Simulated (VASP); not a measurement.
Write the native input for VASP 6.6.1 that does the following.

- Task: single point
- Functional: PBE
- Potentials or basis: VASP PAW PBE potentials, release 64 (K_sv, Zn, F)
- Cutoff: 520 eV
- k mesh: 6 × 6 × 6
- Occupations: gaussian, width 0.02 eV
- Spin: no spin polarisation
- Dipole correction: no
- Further INCAR settings: ALGO = Normal; EDIFF = 1e-06; NBANDS = 29

The structure of KZnF3 lies in POSCAR:

```
KZnF3
1.0
    4.0751574458      0.0000000000      0.0000000000
    0.0000000000      4.0751574458      0.0000000000
    0.0000000000      0.0000000000      4.0751574458
K Zn F
1 1 3
Direct
    0.0000000000      0.0000000000      0.0000000000
    0.5000000000      0.5000000000      0.5000000000
    0.0000000000      0.5000000000      0.5000000000
    0.5000000000      0.0000000000      0.5000000000
    0.5000000000      0.5000000000      0.0000000000
```

These files were run (other wordings do the same):

INCAR

```
SYSTEM = KZnF3
ALGO = Normal
EDIFF = 1E-6
ENCUT = 520
GGA = PE
ISIF = 2
ISMEAR = 0
LASPH = .TRUE.
LCHARG = .FALSE.
LREAL = .FALSE.
LWAVE = .FALSE.
NBANDS = 29
NELM = 60
PREC = Accurate
SIGMA = 0.02
```

KPOINTS

```
k-points
0
G
  6 6 6
  0 0 0
```

Potentials or basis: VASP PAW PBE potentials, release 64 (K_sv, Zn, F).

Launch:

```sh
$ cat potpaw_PBE.64/K_sv/POTCAR potpaw_PBE.64/Zn/POTCAR potpaw_PBE.64/F/POTCAR > POTCAR
$ mpirun -np 1 vasp_std > vasp.out
```

Results of the run:

```json
{
 "Pressure": "3.2 GPa",
 "Band gap on the k mesh": "3.75 eV, indirect (least direct gap 5.50 eV)"
}
```

Run time: 35 s on 1 thread of Intel(R) Xeon(R) Platinum 8259CL CPU @ 2.50GHz (Skylake/Cascade Lake), on a shared host, peak memory 0.19 GiB.
